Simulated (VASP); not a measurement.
# BaS (P6_3/mmc) in VASP: further runs

Aim: see how the results for BaS move with the level of theory and the settings. Levels: PBE, r2SCAN. Tasks: single point.

Everything below comes from runs of VASP 6.6.1. Logs are shortened: lines on timing, memory, paths and dates and some standing lists are left out, and cuts for length are marked.

### 1 The cell of the first run

Symmetry: P6_3/mmc, No. 194, hexagonal system. The conventional cell has a = 5.384 Å, b = 5.384 Å, c = 6.382 Å, α = 90.00°, β = 90.00°, γ = 120.00°. Within 4.1 Å of Ba (site symmetry -6m2) lie 5 S at 3.11 to 3.19 Å. S (site symmetry -6m2) has 5 Ba at 3.11 to 3.19 Å within 4.1 Å.

### 2 Single point, PBE

File INCAR:

```
SYSTEM = BaS
ALGO = Normal ; EDIFF = 1E-7
ENCUT = 520 ; GGA = PE
ISIF = 2 ; ISMEAR = 0
LASPH = .True. ; LCHARG = .False.
LREAL = .False. ; LWAVE = .False.
NBANDS = 24 ; NELM = 80
PREC = Accurate ; SIGMA = 0.01
```

File KPOINTS:

```
k-points
0
Gamma
  6 6 4
  0 0 0
```

File POSCAR:

```
BaS
1.0
    5.3844481442      0.0000000000      0.0000000000
   -2.6922240721      4.6630688783      0.0000000000
    0.0000000000      0.0000000000      6.3816974997
Ba S
2 2
Direct
    0.3333333333      0.6666666667      0.2500000000
    0.6666666667      0.3333333333      0.7500000000
    0.6666666667      0.3333333333      0.2500000000
    0.3333333333      0.6666666667      0.7500000000
```

Potentials or basis: VASP PAW PBE potentials, release 64 (Ba_sv, S).

Started as:

```sh
> cat potpaw_PBE.64/Ba_sv/POTCAR potpaw_PBE.64/S/POTCAR > POTCAR
> mpirun -np 1 vasp_std > vasp.out
```

OUTCAR:

```text
SYSTEM = BaS
   EDIFF = 1E-7
   ENCUT = 520
   GGA = PE
   ISIF = 2
   ISMEAR = 0
   LASPH = .True.
   LREAL = .False.
   NELM = 80
   PREC = Accurate

 ion  position               nearest neighbor table
   1  0.333  0.667  0.250-   3 3.11   3 3.11   3 3.11   4 3.19   4 3.19   2 4.45   2 4.45   2 4.45
                             2 4.45   2 4.45   2 4.45
   2  0.667  0.333  0.750-   4 3.11   4 3.11   4 3.11   3 3.19   3 3.19   1 4.45   1 4.45   1 4.45
                             1 4.45   1 4.45   1 4.45
   3  0.667  0.333  0.250-   1 3.11   1 3.11   1 3.11   2 3.19   2 3.19
   4  0.333  0.667  0.750-   2 3.11   2 3.11   2 3.11   1 3.19   1 3.19

  LATTYP: Found a hexagonal cell.
 ALAT       =     5.3844481442
 C/A-ratio  =     1.1852092041

  Lattice vectors:

 A1 = (   5.3844481442,   0.0000000000,   0.0000000000)
 A2 = (  -2.6922240721,   4.6630688783,   0.0000000000)
 A3 = (   0.0000000000,   0.0000000000,   6.3816974997)

Analysis of symmetry for initial positions (statically):
=====================================================================
 Subroutine PRICEL returns:
 Original cell was already a primitive cell.

 Routine SETGRP: Setting up the symmetry group for a
 hexagonal supercell.

 Subroutine GETGRP returns: Found 24 space group operations
 (whereof 12 operations were pure point group operations)
 out of a pool of 24 trial point group operations.

The static configuration has the point symmetry D_3d.
 The point group associated with its full space group is D_6h.

Analysis of symmetry for dynamics (positions and initial velocities):
=====================================================================
 Subroutine PRICEL returns:
 Original cell was already a primitive cell.

 Routine SETGRP: Setting up the symmetry group for a
 hexagonal supercell.

 Subroutine GETGRP returns: Found 24 space group operations
 (whereof 12 operations were pure point group operations)
 out of a pool of 24 trial point group operations.

The dynamic configuration has the point symmetry D_3d.
 The point group associated with its full space group is D_6h.

 Subroutine INISYM returns: Found 24 space group operations
 (whereof 12 operations are pure point group operations),
 and found     1 'primitive' translations

[... 90 lines left out ...]
   LSORBIT =      F    spin-orbit coupling
   LASPH  =      T    aspherical Exc in radial PAW
   ENCUT  =  520.0 eV  38.22 Ry    6.18 a.u.  10.01 10.01 11.87*2*pi/ulx,y,z
   NELM   =     80;   NELMIN=  2; NELMDL= -5     # of ELM steps
   EDIFF  = 0.1E-06   stopping-criterion for ELM
   LREAL  =      F    real-space projection
   EDIFFG = 0.1E-05   stopping-criterion for IOM
   NSW    =      0    number of steps for IOM
   IBRION =     -1    ionic relax: 0-MD 1-quasi-New 2-CG
   NFREE  =      0    steps in history (QN), initial steepest desc. (CG)
   ISIF   =      2    stress and relaxation
   ISYM   =      2    0-nonsym 1-usesym 2-fastsym
   POTIM  = 0.5000    time-step for ionic-motion
   TEBEG  =    0.0;   TEEND  =   0.0 temperature during run
   PSTRESS=    0.0 pullay stress
   NELECT =      32.0000    total number of electrons
   NUPDOWN=      -1.0000    fix difference up-down
   EMIN   =  10.00;   EMAX   =-10.00  energy-range for DOS
   EFERMI =   0.00;   METHOD = LEGACY
   ISMEAR =     0;   SIGMA  =   0.01  broadening in eV -4-tet -1-fermi 0-gaus
   EFERMI_NEDOS =   21; number of points for ismear=-14 and -15
   IALGO  =     38    algorithm
   IMIX   =      4    mixing-type and parameters
     AMIX     =   0.40;   BMIX     =  1.00
     AMIX_MAG =   1.60;   BMIX_MAG =  1.00
  volume/ion in A,a.u.               =      40.06       270.32
  Fermi-wavevector in a.u.,A,eV,Ry     =   0.956919  1.808314 12.458767  0.915694
  Thomas-Fermi vector in A             =   2.085890
   LORBIT       =      0    0 simple, 1 ext, 2 COOP (PROOUT), +10 PAW based schemes
   GGA     = PE    functional components
   LHFCALC =     F    Hartree Fock is set to
   AEXX    =    0.0000 exact exchange contribution
   IVDW    =     0    specifies the selected vdW correction
   LEPSILON=     F    determine dielectric tensor
   LRPA    =     F    only Hartree local field effects (RPA)
 non-spin polarized calculation
 Gauss-broadening in eV      SIGMA  =   0.01
  energy-cutoff  :      520.00
  volume of cell :      160.23
 maximum number of plane-waves:      4341
   NGX = 21   NGY = 21   NGZ = 23

 number of electron      31.9999998 magnetization

 Free energy of the ion-electron system (eV)
  ---------------------------------------------------
  ext. energy  EPLUGINS =         0.00000000
  ---------------------------------------------------
  free energy    TOTEN  =       -19.98583499 eV

  energy without entropy =      -19.98583499  energy(sigma->0) =      -19.98583499

 E-fermi :   0.5461     XC(G=0):  -7.5236

 val. band max:        0.4621132778   @ k =   0.0000   0.0000   0.0000
 cond. band min:       2.9308005676   @ k =   0.3333   0.3333   0.0000
 fundamental gap:      2.4686872897
 Fermi energy:         0.5460622049

 k-point     1 :       0.0000    0.0000    0.0000
  band No.  band energies     occupation
      1     -25.8125      2.00000
      2     -25.7612      2.00000
      3     -11.2786      2.00000
      4     -11.1260      2.00000
      5     -11.1260      2.00000
      6     -10.9710      2.00000
[... 556 lines left out ...]
     23       6.5691      0.00000
     24       6.5691      0.00000

------------------------ aborting loop because EDIFF is reached ----------------------------------------

  FORCE on cell =-STRESS in cart. coord.  units (eV):
  Direction    XX          YY          ZZ          XY          YZ          ZX
  --------------------------------------------------------------------------------------
  -------------------------------------------------------------------------------------
  Total        0.3798036      0.3798036      0.5342342      0.0000000      0.0000000      0.0000000
  in kB        3.7976981      3.7976981      5.3418662      0.0000000      0.0000000      0.0000000
  external PRESSURE =       4.3124208 kB  Pullay stress =       0.0000000 kB

 VOLUME and BASIS-vectors are now :
 -----------------------------------------------------------------------------
  energy-cutoff  :      520.00
  volume of cell :      160.23
      direct lattice vectors                 reciprocal lattice vectors
     5.384448144  0.000000000  0.000000000     0.185720054  0.107225523  0.000000000
    -2.692224072  4.663068878  0.000000000     0.000000000  0.214451046  0.000000000
     0.000000000  0.000000000  6.381697500     0.000000000  0.000000000  0.156698120

 POSITION                                       TOTAL-FORCE (eV/Angst)
 -----------------------------------------------------------------------------------
     -0.00000      3.10871      1.59542        -0.000000      0.000000      0.000000
      2.69222      1.55436      4.78627         0.000000     -0.000000      0.000000
      2.69222      1.55436      1.59542         0.000000     -0.000000      0.000000
     -0.00000      3.10871      4.78627        -0.000000      0.000000      0.000000
 -----------------------------------------------------------------------------------
    total drift:                               -0.000000      0.000000     -0.000000

  FREE ENERGIE OF THE ION-ELECTRON SYSTEM (eV)
  ---------------------------------------------------
  free  energy   TOTEN  =       -19.9858349906 eV

  energy  without entropy=      -19.9858349906  energy(sigma->0) =      -19.98583499
```

Wall time 1.7 min (1 thread of Intel Xeon Platinum 8259CL at 2.50GHz (Skylake/Cascade Lake), shared host); peak memory 0.29 GiB.

What came out:

- Free energy: -19.9858 eV
- Pressure: 0.4 GPa
- Band gap on the k mesh: 2.47 eV (least direct gap 2.62 eV)

Caveat: spin-orbit coupling is left out, which moves the levels of the heavy elements.

### 3 Single point, PBE

File INCAR:

```
PREC = Accurate
ENCUT = 520
EDIFF = 1E-7
ISMEAR = 0
SIGMA = 0.01
LREAL = False
LASPH = True
NELM = 100
ALGO = Normal
ISIF = 2
LWAVE = False
LCHARG = False
GGA = PE
NBANDS = 24
```

File KPOINTS:

```
Automatic mesh
0
Gamma
  6 6 4
```

POSCAR is that of step 2.

Potentials or basis: VASP PAW PBE potentials, release 64 (Ba_sv, S).

Started as:

```sh
> cat potpaw_PBE.64/Ba_sv/POTCAR potpaw_PBE.64/S/POTCAR > POTCAR
> mpirun -np 1 vasp_std > vasp.out
```

OUTCAR:

```text
PREC = Accurate
   ENCUT = 520
   EDIFF = 1E-7
   ISMEAR = 0
   LREAL = False
   LASPH = True
   NELM = 100
   ISIF = 2
   GGA = PE

 ion  position               nearest neighbor table
   1  0.333  0.667  0.250-   3 3.11   3 3.11   3 3.11   4 3.19   4 3.19   2 4.45   2 4.45   2 4.45
                             2 4.45   2 4.45   2 4.45
   2  0.667  0.333  0.750-   4 3.11   4 3.11   4 3.11   3 3.19   3 3.19   1 4.45   1 4.45   1 4.45
                             1 4.45   1 4.45   1 4.45
   3  0.667  0.333  0.250-   1 3.11   1 3.11   1 3.11   2 3.19   2 3.19
   4  0.333  0.667  0.750-   2 3.11   2 3.11   2 3.11   1 3.19   1 3.19

  LATTYP: Found a hexagonal cell.
 ALAT       =     5.3844481442
 C/A-ratio  =     1.1852092041

  Lattice vectors:

 A1 = (   5.3844481442,   0.0000000000,   0.0000000000)
 A2 = (  -2.6922240721,   4.6630688783,   0.0000000000)
 A3 = (   0.0000000000,   0.0000000000,   6.3816974997)

Analysis of symmetry for initial positions (statically):
=====================================================================
 Subroutine PRICEL returns:
 Original cell was already a primitive cell.

 Routine SETGRP: Setting up the symmetry group for a
 hexagonal supercell.

 Subroutine GETGRP returns: Found 24 space group operations
 (whereof 12 operations were pure point group operations)
 out of a pool of 24 trial point group operations.

The static configuration has the point symmetry D_3d.
 The point group associated with its full space group is D_6h.

Analysis of symmetry for dynamics (positions and initial velocities):
=====================================================================
 Subroutine PRICEL returns:
 Original cell was already a primitive cell.

 Routine SETGRP: Setting up the symmetry group for a
 hexagonal supercell.

 Subroutine GETGRP returns: Found 24 space group operations
 (whereof 12 operations were pure point group operations)
[... 119 lines left out ...]
   EFERMI_NEDOS =   21; number of points for ismear=-14 and -15
   IALGO  =     38    algorithm
   IMIX   =      4    mixing-type and parameters
     AMIX     =   0.40;   BMIX     =  1.00
     AMIX_MAG =   1.60;   BMIX_MAG =  1.00
  volume/ion in A,a.u.               =      40.06       270.32
  Fermi-wavevector in a.u.,A,eV,Ry     =   0.956919  1.808314 12.458767  0.915694
  Thomas-Fermi vector in A             =   2.085890
   LORBIT       =      0    0 simple, 1 ext, 2 COOP (PROOUT), +10 PAW based schemes
   GGA     = PE    functional components
   LHFCALC =     F    Hartree Fock is set to
   AEXX    =    0.0000 exact exchange contribution
   IVDW    =     0    specifies the selected vdW correction
   LEPSILON=     F    determine dielectric tensor
   LRPA    =     F    only Hartree local field effects (RPA)
 non-spin polarized calculation
 Gauss-broadening in eV      SIGMA  =   0.01
  energy-cutoff  :      520.00
  volume of cell :      160.23
 maximum number of plane-waves:      4341
   NGX = 21   NGY = 21   NGZ = 23

 number of electron      31.9999998 magnetization

 Free energy of the ion-electron system (eV)
  ---------------------------------------------------
  ext. energy  EPLUGINS =         0.00000000
  ---------------------------------------------------
  free energy    TOTEN  =       -19.98583499 eV

  energy without entropy =      -19.98583499  energy(sigma->0) =      -19.98583499

 E-fermi :   0.5461     XC(G=0):  -7.5236

 val. band max:        0.4621132778   @ k =   0.0000   0.0000   0.0000
 cond. band min:       2.9308005676   @ k =   0.3333   0.3333   0.0000
 fundamental gap:      2.4686872897
 Fermi energy:         0.5460622049

 k-point     1 :       0.0000    0.0000    0.0000
  band No.  band energies     occupation
      1     -25.8125      2.00000
      2     -25.7612      2.00000
      3     -11.2786      2.00000
      4     -11.1260      2.00000
      5     -11.1260      2.00000
      6     -10.9710      2.00000
[... 556 lines left out ...]
     23       6.5691      0.00000
     24       6.5691      0.00000

------------------------ aborting loop because EDIFF is reached ----------------------------------------

  FORCE on cell =-STRESS in cart. coord.  units (eV):
  Direction    XX          YY          ZZ          XY          YZ          ZX
  --------------------------------------------------------------------------------------
  -------------------------------------------------------------------------------------
  Total        0.3798036      0.3798036      0.5342342      0.0000000      0.0000000      0.0000000
  in kB        3.7976981      3.7976981      5.3418662      0.0000000      0.0000000      0.0000000
  external PRESSURE =       4.3124208 kB  Pullay stress =       0.0000000 kB

 VOLUME and BASIS-vectors are now :
 -----------------------------------------------------------------------------
  energy-cutoff  :      520.00
  volume of cell :      160.23
      direct lattice vectors                 reciprocal lattice vectors
     5.384448144  0.000000000  0.000000000     0.185720054  0.107225523  0.000000000
    -2.692224072  4.663068878  0.000000000     0.000000000  0.214451046  0.000000000
     0.000000000  0.000000000  6.381697500     0.000000000  0.000000000  0.156698120

 POSITION                                       TOTAL-FORCE (eV/Angst)
 -----------------------------------------------------------------------------------
     -0.00000      3.10871      1.59542        -0.000000      0.000000      0.000000
      2.69222      1.55436      4.78627         0.000000     -0.000000      0.000000
      2.69222      1.55436      1.59542         0.000000     -0.000000      0.000000
     -0.00000      3.10871      4.78627        -0.000000      0.000000      0.000000
 -----------------------------------------------------------------------------------
    total drift:                               -0.000000      0.000000     -0.000000

  FREE ENERGIE OF THE ION-ELECTRON SYSTEM (eV)
  ---------------------------------------------------
  free  energy   TOTEN  =       -19.9858349906 eV

  energy  without entropy=      -19.9858349906  energy(sigma->0) =      -19.98583499
```

stdout:

```text
POSCAR found type information on POSCAR BaS
 POSCAR found :  2 types and       4 ions
 scaLAPACK will be used
 LDA part: xc-table for (Slater+PW92), standard interpolation
 POSCAR, INCAR and KPOINTS ok, starting setup
 FFT: planning ... GRIDC
 FFT: planning ... GRID_SOFT
 FFT: planning ... GRID
 WAVECAR not read
 entering main loop
```

Run time: 96 s. Hardware: 1 thread of Intel Xeon Platinum 8259CL at 2.50GHz (Skylake/Cascade Lake), shared host; peak memory 0.29 GiB.

Results:

```yaml
Free_energy: -19.9858 eV
Pressure: 0.4 GPa
Band_gap_on_the_k_mesh: 2.47 eV (least direct gap 2.62 eV)
```

Stress tensor (GPa, compression positive):
```
0.38 0.00 0.00
0.00 0.38 0.00
0.00 0.00 0.53
```

Levels at points of the mesh, in eV from the valence-band top:
```
           k point  band 13  band 14  band 15  band 16  band 17  band 18  band 19  band 20
(0.00, 0.00, 0.00)    -0.88    -0.88    -0.43     0.00     2.76     3.67     3.67     4.79
(0.50, 0.00, 0.00)    -0.49    -0.41    -0.34    -0.32     3.09     3.40     3.50     5.02
(0.00, 0.00, 0.50)    -1.01    -1.01    -1.01    -1.01     3.77     3.77     5.45     5.45
(0.50, 0.00, 0.50)    -0.86    -0.86    -0.52    -0.52     3.88     3.88     4.93     4.93
```

Caveat: spin-orbit coupling is left out, which moves the levels of the heavy elements.

(Continued in part 2 of 2.)
